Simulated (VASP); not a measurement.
# Rb (Im-3m) in VASP: notebook

Rb is run at these levels: LDA, PBEsol+D4, PBE+D3(BJ), PBE; tasks: single point.

All numbers are computed with VASP 6.6.1; they aren't measurements. Logs are shortened: lines on timing, memory, paths and dates and some standing lists are left out, and cuts for length are marked.

### Step 1. The cell of the first run

It takes space group Im-3m (No. 229, cubic). Conventional cell: a = 5.715 Å, b = 5.715 Å, c = 5.715 Å, α = 90.00°, β = 90.00°, γ = 90.00°.

### Step 2. Single point, LDA (volume scaled by 1.06)

File INCAR:

```
SYSTEM = Rb
PREC = Accurate ; ENCUT = 520
EDIFF = 1E-6 ; ISMEAR = -1
SIGMA = 0.05 ; LREAL = .FALSE.
LASPH = .TRUE. ; NELM = 60
ALGO = Normal ; ISIF = 2
LWAVE = .FALSE. ; LCHARG = .TRUE.
LELF = .TRUE. ; LVHAR = .TRUE.
NBANDS = 10
```

File KPOINTS:

```
Automatic mesh
0
G
  7 7 7
  0 0 0
```

File POSCAR:

```
Rb
1.0
   -2.8574649348      2.8574649348      2.8574649348
    2.8574649348     -2.8574649348      2.8574649348
    2.8574649348      2.8574649348     -2.8574649348
Rb
1
Direct
    0.0000000000      0.0000000000      0.0000000000
```

Potentials or basis: VASP PAW LDA potentials, release 64 (Rb_sv).

Launch:

```
> cat potpaw_LDA.64/Rb_sv/POTCAR > POTCAR
> mpirun -np 1 vasp_std > vasp.out
```

OUTCAR:

```text
SYSTEM = Rb
   PREC = Accurate
   ENCUT = 520
   EDIFF = 1E-6
   ISMEAR = -1
   LREAL = .FALSE.
   LASPH = .TRUE.
   NELM = 60
   ISIF = 2

 ion  position               nearest neighbor table
   1  0.000  0.000  0.000-

  LATTYP: Found a body centered cubic cell.
 ALAT       =     5.7149298696

  Lattice vectors:

 A1 = (  -2.8574649348,   2.8574649348,   2.8574649348)
 A2 = (   2.8574649348,  -2.8574649348,   2.8574649348)
 A3 = (   2.8574649348,   2.8574649348,  -2.8574649348)

Analysis of symmetry for initial positions (statically):
=====================================================================
 Subroutine PRICEL returns:
 Original cell was already a primitive cell.

 Routine SETGRP: Setting up the symmetry group for a
 body centered cubic supercell.

 Subroutine GETGRP returns: Found 48 space group operations
 (whereof 48 operations were pure point group operations)
 out of a pool of 48 trial point group operations.

The static configuration has the point symmetry O_h .

Analysis of symmetry for dynamics (positions and initial velocities):
=====================================================================
 Subroutine PRICEL returns:
 Original cell was already a primitive cell.

 Routine SETGRP: Setting up the symmetry group for a
 body centered cubic supercell.

 Subroutine GETGRP returns: Found 48 space group operations
 (whereof 48 operations were pure point group operations)
 out of a pool of 48 trial point group operations.

The dynamic configuration has the point symmetry O_h .

 Subroutine INISYM returns: Found 48 space group operations
 (whereof 48 operations are pure point group operations),
 and found     1 'primitive' translations

----------------------------------------------------------------------------------------

                                     Primitive cell

  volume of cell :      93.3260

  direct lattice vectors                    reciprocal lattice vectors
    -2.857464935  2.857464935  2.857464935     0.000000000  0.174980275  0.174980275
     2.857464935 -2.857464935  2.857464935     0.174980275  0.000000000  0.174980275
     2.857464935  2.857464935 -2.857464935     0.174980275  0.174980275  0.000000000

  length of vectors
     4.949274448  4.949274448  4.949274448     0.247459478  0.247459478  0.247459478
[... 74 lines left out ...]
   EDIFF  = 0.1E-05   stopping-criterion for ELM
   LREAL  =      F    real-space projection
   EDIFFG = 0.1E-04   stopping-criterion for IOM
   NSW    =      0    number of steps for IOM
   IBRION =     -1    ionic relax: 0-MD 1-quasi-New 2-CG
   NFREE  =      0    steps in history (QN), initial steepest desc. (CG)
   ISIF   =      2    stress and relaxation
   ISYM   =      2    0-nonsym 1-usesym 2-fastsym
   POTIM  = 0.5000    time-step for ionic-motion
   TEBEG  =    0.0;   TEEND  =   0.0 temperature during run
   PSTRESS=    0.0 pullay stress
   NELECT =       9.0000    total number of electrons
   NUPDOWN=      -1.0000    fix difference up-down
   EMIN   =  10.00;   EMAX   =-10.00  energy-range for DOS
   EFERMI =   0.00;   METHOD = LEGACY
   ISMEAR =    -1;   SIGMA  =   0.05  broadening in eV -4-tet -1-fermi 0-gaus
   EFERMI_NEDOS =   21; number of points for ismear=-14 and -15
   IALGO  =     38    algorithm
   IMIX   =      4    mixing-type and parameters
     AMIX     =   0.40;   BMIX     =  1.00
     AMIX_MAG =   1.60;   BMIX_MAG =  1.00
  volume/ion in A,a.u.               =      93.33       629.80
  Fermi-wavevector in a.u.,A,eV,Ry     =   0.750737  1.418688  7.668335  0.563607
  Thomas-Fermi vector in A             =   1.847557
   LORBIT       =      0    0 simple, 1 ext, 2 COOP (PROOUT), +10 PAW based schemes
   GGA     = CA    functional components
   LHFCALC =     F    Hartree Fock is set to
   AEXX    =    0.0000 exact exchange contribution
   IVDW    =     0    specifies the selected vdW correction
   LEPSILON=     F    determine dielectric tensor
   LRPA    =     F    only Hartree local field effects (RPA)
 non-spin polarized calculation
  energy-cutoff  :      520.00
  volume of cell :       93.33
 maximum number of plane-waves:      2526
 NGX is ok and might be reduce to    40
   NGX = 19   NGY = 19   NGZ = 19

 number of electron       9.0000000 magnetization

 Free energy of the ion-electron system (eV)
  ---------------------------------------------------
  ext. energy  EPLUGINS =         0.00000000
  ---------------------------------------------------
  free energy    TOTEN  =        -1.03934098 eV

  energy without entropy =       -1.03125704  energy(sigma->0) =       -1.03529901

 E-fermi :  -0.2675     XC(G=0):  -5.6136

 val. band max:       -0.3126725386   @ k =  -0.2857   0.4286   0.1429
 cond. band min:      -0.1641126396   @ k =  -0.4286   0.4286   0.1429
 fundamental gap:      0.1485598990
 Fermi energy:        -0.2675306413

 k-point     1 :       0.0000    0.0000    0.0000
  band No.  band energies     occupation
      1     -29.0737      2.00000
      2     -13.1762      2.00000
      3     -13.1762      2.00000
      4     -13.1762      2.00000
      5      -2.2091      2.00000
      6       3.2944      0.00000
      7       3.2944      0.00000
      8       3.2944      0.00000
      9       4.2474      0.00000
     10       4.2474      0.00000
[... 235 lines left out ...]
 k-point    20 :      -0.4286    0.4286    0.4286
  band No.  band energies     occupation
      1     -29.0671      2.00000
      2     -13.2409      2.00000
      3     -13.2381      2.00000
      4     -13.2381      2.00000
      5       0.8628      0.00000
      6       1.1238      0.00000
      7       2.6950      0.00000
      8       2.8613      0.00000
      9       2.8613      0.00000
     10       4.7932      0.00000

------------------------ aborting loop because EDIFF is reached ----------------------------------------

  FORCE on cell =-STRESS in cart. coord.  units (eV):
  Direction    XX          YY          ZZ          XY          YZ          ZX
  --------------------------------------------------------------------------------------
  -------------------------------------------------------------------------------------
  Total       -0.2755553     -0.2755553     -0.2755553      0.0000000      0.0000000     -0.0000000
  in kB       -4.7306050     -4.7306050     -4.7306050      0.0000000      0.0000000     -0.0000000
  external PRESSURE =      -4.7306050 kB  Pullay stress =       0.0000000 kB

 VOLUME and BASIS-vectors are now :
 -----------------------------------------------------------------------------
  energy-cutoff  :      520.00
  volume of cell :       93.33
      direct lattice vectors                 reciprocal lattice vectors
    -2.857464935  2.857464935  2.857464935     0.000000000  0.174980275  0.174980275
     2.857464935 -2.857464935  2.857464935     0.174980275  0.000000000  0.174980275
     2.857464935  2.857464935 -2.857464935     0.174980275  0.174980275  0.000000000

 POSITION                                       TOTAL-FORCE (eV/Angst)
 -----------------------------------------------------------------------------------
      0.00000      0.00000      0.00000        -0.000000      0.000000     -0.000000
 -----------------------------------------------------------------------------------
    total drift:                               -0.000000     -0.000000     -0.000000

  FREE ENERGIE OF THE ION-ELECTRON SYSTEM (eV)
  ---------------------------------------------------
  free  energy   TOTEN  =        -1.0393409818 eV

  energy  without entropy=       -1.0312570367  energy(sigma->0) =       -1.03529901
```

OSZICAR:

```text
N       E                     dE             d eps       ncg     rms          rms(c)
DAV:   1     0.428546767085E+02    0.42855E+02   -0.31833E+03   400   0.640E+02
DAV:   2     0.181560265881E+01   -0.41039E+02   -0.40449E+02   436   0.123E+02
DAV:   3    -0.917698033989E+00   -0.27333E+01   -0.27234E+01   514   0.322E+01
DAV:   4    -0.103808473222E+01   -0.12039E+00   -0.12031E+00   604   0.618E+00
DAV:   5    -0.103971568277E+01   -0.16310E-02   -0.16307E-02   538   0.699E-01    0.115E+00
DAV:   6    -0.103923045026E+01    0.48523E-03   -0.18648E-03   590   0.238E-01    0.684E-01
DAV:   7    -0.103928587693E+01   -0.55427E-04   -0.24847E-03   568   0.269E-01    0.452E-02
DAV:   8    -0.103933375238E+01   -0.47875E-04   -0.96227E-05   470   0.721E-02    0.186E-02
DAV:   9    -0.103934100917E+01   -0.72568E-05   -0.10242E-05   596   0.224E-02    0.536E-03
DAV:  10    -0.103934098184E+01    0.27332E-07   -0.32738E-06   466   0.985E-03
   1 F= -.10393410E+01 E0= -.10352990E+01  d E =-.808395E-02
```

stdout:

```text
POSCAR found type information on POSCAR Rb
 POSCAR found :  1 types and       1 ions
 scaLAPACK will be used
 LDA part: xc-table for (Slater(with rela. corr.)+CA(PZ))
 , standard interpolation
 POSCAR, INCAR and KPOINTS ok, starting setup
 FFT: planning ... GRIDC
 FFT: planning ... GRID_SOFT
 FFT: planning ... GRID
 WAVECAR not read
 entering main loop
```

It took 16 s on 1 thread of AMD EPYC 7R13 (Zen 3), shared host; peak memory 0.15 GiB.

What came out:

- Free energy: -1.0393 eV
- Pressure: -0.5 GPa

Levels at points of the mesh, in eV from the Fermi level:
| k point | band 3 | band 4 | band 5 | band 6 | band 7 | band 8 |
| --- | --- | --- | --- | --- | --- | --- |
| (0.00, 0.00, 0.00) | -12.91 | -12.91 | -1.94 | 3.56 | 3.56 | 3.56 |

Caveat: the cell differs from its parent crystal (volume scaled by 1.06).

### Step 3. Single point, PBEsol+D4

This run uses another cell than the first one, of 88.04 Å³/atom, 0.943 times its volume.

File INCAR:

```
SYSTEM = Rb
ALGO = Normal
EDIFF = 1E-7
ENCUT = 520
GGA = PS
ISIF = 2
ISMEAR = -1
IVDW = 13
LASPH = .True.
LCHARG = .False.
LREAL = .False.
LWAVE = .False.
NBANDS = 10
NELM = 60
PREC = Accurate
SIGMA = 0.15
```

File KPOINTS:

```
k-points
0
Gamma
  5 5 5
  0 0 0
```

File POSCAR:

```
Rb
1.0
   -2.8025000000      2.8025000000      2.8025000000
    2.8025000000     -2.8025000000      2.8025000000
    2.8025000000      2.8025000000     -2.8025000000
Rb
1
Direct
    0.0000000000      0.0000000000      0.0000000000
```

Potentials or basis: VASP PAW PBE potentials, release 64 (Rb_sv).

Launch:

```
> cat potpaw_PBE.64/Rb_sv/POTCAR > POTCAR
> mpirun -np 1 vasp_std > vasp.out
```

It took 13 s on 1 thread of Intel Xeon Platinum 8175M at 2.50GHz (Skylake/Cascade Lake), shared host; peak memory 0.19 GiB.

It converged, with:

| Item | Value |
| --- | --- |
| Free energy | -1.1069 eV |
| Pressure | -0.1 GPa |
| Dispersion energy per atom | -0.043 eV |

Levels at points of the mesh, in eV from the Fermi level:
| k point | band 1 | band 2 | band 3 | band 4 | band 5 | band 6 | band 7 | band 8 | band 9 |
| --- | --- | --- | --- | --- | --- | --- | --- | --- | --- |
| (0.00, 0.00, 0.00) | -28.83 | -12.87 | -12.87 | -12.87 | -2.01 | 3.72 | 3.72 | 3.72 | 4.69 |

Caveat: the PAW data sets were made with another functional, which shifts forces and pressure a little; pairwise dispersion overbinds metals, which lowers pressure and volume.

### Step 4. Single point, PBE+D3(BJ), non-collinear spin, zero start, spin-orbit coupling (volume scaled by 0.88)

File INCAR:

```
SYSTEM = Rb
PREC = Accurate
ENCUT = 520
EDIFF = 1E-6
ISMEAR = -1
SIGMA = 0.05
LREAL = .False.
LASPH = .True.
NELM = 150
ALGO = Normal
ISIF = 2
LWAVE = .False.
LCHARG = .False.
MAGMOM = 0 0 0
LORBIT = 11
LSORBIT = .True.
GGA_COMPAT = .False.
LORBMOM = .True.
GGA = PE
IVDW = 12
NBANDS = 20
```

File KPOINTS:

```
regular mesh
0
Gamma
  7 7 7
  0 0 0
```

File POSCAR:

```
Rb
1.0
   -2.6855908299      2.6855908299      2.6855908299
    2.6855908299     -2.6855908299      2.6855908299
    2.6855908299      2.6855908299     -2.6855908299
Rb
1
Direct
    0.0000000000      0.0000000000      0.0000000000
```

Potentials or basis: VASP PAW PBE potentials, release 64 (Rb_sv).

Launch:

```
> cat potpaw_PBE.64/Rb_sv/POTCAR > POTCAR
> mpirun -np 1 vasp_ncl > vasp.out
```

OUTCAR:

```text
SYSTEM = Rb
   PREC = Accurate
   ENCUT = 520
   EDIFF = 1E-6
   ISMEAR = -1
   LREAL = .False.
   LASPH = .True.
   NELM = 150
   ISIF = 2
   LORBIT = 11
   LSORBIT = .True.
   GGA = PE
   IVDW = 12
 IVDW          = 12

 ion  position               nearest neighbor table
   1  0.000  0.000  0.000-

  LATTYP: Found a body centered cubic cell.
 ALAT       =     5.3711816598

  Lattice vectors:

 A1 = (  -2.6855908299,   2.6855908299,   2.6855908299)
 A2 = (   2.6855908299,  -2.6855908299,   2.6855908299)
 A3 = (   2.6855908299,   2.6855908299,  -2.6855908299)

Analysis of symmetry for initial positions (statically):
=====================================================================
[... 705 lines left out ...]
  1         0.000   0.000   0.000
 ----------------------------------------
            0.000   0.000   0.000

 Spin-Orbit-Coupling matrix elements

 Ion:    1  E_soc:     -0.0533097
 l=   1
     0.0000000    -0.0088849    -0.0088849
    -0.0088849     0.0000000    -0.0088849
    -0.0088849    -0.0088849     0.0000000
 l=   2
     0.0000000     0.0000000     0.0000000     0.0000000    -0.0000000
     0.0000000     0.0000000    -0.0000000     0.0000000    -0.0000000
     0.0000000    -0.0000000     0.0000000    -0.0000000     0.0000000
     0.0000000     0.0000000    -0.0000000     0.0000000    -0.0000000
    -0.0000000    -0.0000000     0.0000000    -0.0000000     0.0000000
 l=   3
     0.0000000     0.0000000     0.0000000     0.0000000     0.0000000     0.0000000     0.0000000
     0.0000000     0.0000000     0.0000000     0.0000000     0.0000000     0.0000000     0.0000000
     0.0000000     0.0000000     0.0000000     0.0000000     0.0000000     0.0000000     0.0000000
     0.0000000     0.0000000     0.0000000     0.0000000     0.0000000     0.0000000     0.0000000
     0.0000000     0.0000000     0.0000000     0.0000000     0.0000000     0.0000000     0.0000000
     0.0000000     0.0000000     0.0000000     0.0000000     0.0000000     0.0000000     0.0000000
     0.0000000     0.0000000     0.0000000     0.0000000     0.0000000     0.0000000     0.0000000

 total charge

# of ion       s       p       d       tot
------------------------------------------
    1        1.969   5.316   0.007   7.293

 magnetization (x)

# of ion       s       p       d       tot
------------------------------------------
    1       -0.000   0.000   0.000  -0.000

 magnetization (y)

# of ion       s       p       d       tot
------------------------------------------
    1        0.000   0.000   0.000   0.000

 magnetization (z)

# of ion       s       p       d       tot
------------------------------------------
    1        0.000  -0.000  -0.000   0.000
```

Wall time 96 s (1 thread of Intel Xeon Platinum 8175M at 2.50GHz (Skylake/Cascade Lake), shared host); peak memory 0.38 GiB.

What came out:

| Item | Value |
| --- | --- |
| Free energy | -1.0654 eV |
| Pressure | 0.4 GPa |
| Net moment | 0.00 μB per cell |
| Valence electrons inside the program's atomic spheres | Rb 7.29 |
| Dispersion energy per atom | -0.119 eV |

Moments on the atoms (μB; x, y, z):
```
Rb  0.00 0.00 0.00
```

Caveat: the cell differs from its parent crystal (volume scaled by 0.88).

### Step 5. Single point, LDA, non-collinear spin, typed start, spin-orbit coupling

This run uses another cell than the first one, of 88.04 Å³/atom, 0.943 times its volume.

File INCAR:

```
SYSTEM = Rb
  PREC = Accurate
  ENCUT = 520
  EDIFF = 1E-6
  ISMEAR = -1
  SIGMA = 0.1
  LREAL = .FALSE.
  LASPH = .TRUE.
  NELM = 150
  ALGO = Fast
  ISIF = 2
  LWAVE = .FALSE.
  LCHARG = .FALSE.
  MAGMOM = 0 0 0.5
  LORBIT = 11
  LSORBIT = .TRUE.
  GGA_COMPAT = .FALSE.
  LORBMOM = .TRUE.
  NBANDS = 20
```

File KPOINTS:

```
Automatic mesh
0
G
  7 7 7
  0 0 0
```

File POSCAR:

```
Rb
1.0
   -2.8025000000      2.8025000000      2.8025000000
    2.8025000000     -2.8025000000      2.8025000000
    2.8025000000      2.8025000000     -2.8025000000
Rb
1
Direct
    0.0000000000      0.0000000000      0.0000000000
```

Potentials or basis: VASP PAW LDA potentials, release 64 (Rb_sv).

Launch:

```
> cat potpaw_LDA.64/Rb_sv/POTCAR > POTCAR
> mpirun -np 1 vasp_ncl > vasp.out
```

Run time: 5.1 min. Hardware: 1 thread of Intel Xeon Platinum 8175M at 2.50GHz (Skylake/Cascade Lake), shared host; peak memory 0.38 GiB.

Results (log left out):

- Free energy: -1.0931 eV
- Pressure: -0.4 GPa
- Net moment: 0.00 μB per cell
- Valence electrons inside the program's atomic spheres: Rb 7.28

Moments on the atoms (μB; x, y, z):
```
Rb  0.00 0.00 0.00
```

### Step 6. Single point, PBE

This run uses another cell than the first one, of 88.04 Å³/atom, 0.943 times its volume.

File INCAR:

```
SYSTEM = Rb
PREC = Accurate
ENCUT = 520
EDIFF = 1E-7
ISMEAR = -1
SIGMA = 0.04
LREAL = .FALSE.
LASPH = .TRUE.
NELM = 80
ALGO = Normal
ISIF = 2
LWAVE = .FALSE.
LCHARG = .TRUE.
GGA = PE
LELF = .TRUE.
LVHAR = .TRUE.
NBANDS = 10
```

File KPOINTS:

```
regular mesh
0
G
  4 4 4
  0 0 0
```

POSCAR is that of step 5.

Potentials or basis: VASP PAW PBE potentials, release 64 (Rb_sv).

Launch:

```
> cat potpaw_PBE.64/Rb_sv/POTCAR > POTCAR
> mpirun -np 1 vasp_std > vasp.out
```

Wall time 18 s (1 thread of AMD EPYC 7R13, shared host); peak memory 0.16 GiB.

It converged, with:

```
Free energy : -0.8808 eV
Pressure    : 0.2 GPa
```

Levels at points of the mesh, in eV from the Fermi level:
| k point | band 1 | band 2 | band 3 | band 4 | band 5 | band 6 | band 7 | band 8 |
| --- | --- | --- | --- | --- | --- | --- | --- | --- |
| (0.00, 0.00, 0.00) | -28.87 | -12.91 | -12.91 | -12.91 | -2.01 | 3.72 | 3.72 | 3.72 |
| (0.50, 0.00, 0.00) | -28.87 | -13.02 | -12.95 | -12.91 | 0.24 | 0.81 | 2.60 | 4.34 |
| (0.50, 0.50, 0.50) | -28.86 | -12.99 | -12.99 | -12.99 | 1.25 | 1.25 | 3.35 | 3.35 |

Caveat: the k points lie up to 0.40 Å⁻¹ apart.

### Step 7. Summary

```tsv
level	potentials or basis	spin	cell	k mesh	smearing	gap on the mesh (eV)	pressure (GPa)	moment (μB)
LDA	VASP PAW LDA potentials, release 64 (Rb_sv)	off	a = 4.949 Å, angles 109.5°, 1 atom	7 × 7 × 7	fermi-dirac 0.05 eV	none	-0.5	-
PBEsol+D4	VASP PAW PBE potentials, release 64 (Rb_sv)	off	a = 4.854 Å, angles 109.5°, 1 atom	5 × 5 × 5	fermi-dirac 0.15 eV	none	-0.1	-
PBE+D3(BJ)	VASP PAW PBE potentials, release 64 (Rb_sv)	non-collinear, zero start, SOC	a = 4.652 Å, angles 109.5°, 1 atom	7 × 7 × 7	fermi-dirac 0.05 eV	-	0.4	0.00
LDA	VASP PAW LDA potentials, release 64 (Rb_sv)	non-collinear, typed start, SOC	a = 4.854 Å, angles 109.5°, 1 atom	7 × 7 × 7	fermi-dirac 0.1 eV	-	-0.4	0.00
PBE	VASP PAW PBE potentials, release 64 (Rb_sv)	off	a = 4.854 Å, angles 109.5°, 1 atom	4 × 4 × 4	fermi-dirac 0.04 eV	none	0.2	-
```

Alike in all rows: task single point; cutoff (eV) 520.

Caveats: some runs use coarse meshes; the PAW data sets were made with another functional, which shifts forces and pressure a little (some runs); pairwise dispersion overbinds metals, which lowers pressure and volume (some runs).

Total energies depend on the potentials used, so only differences within one code and one set of settings carry meaning.
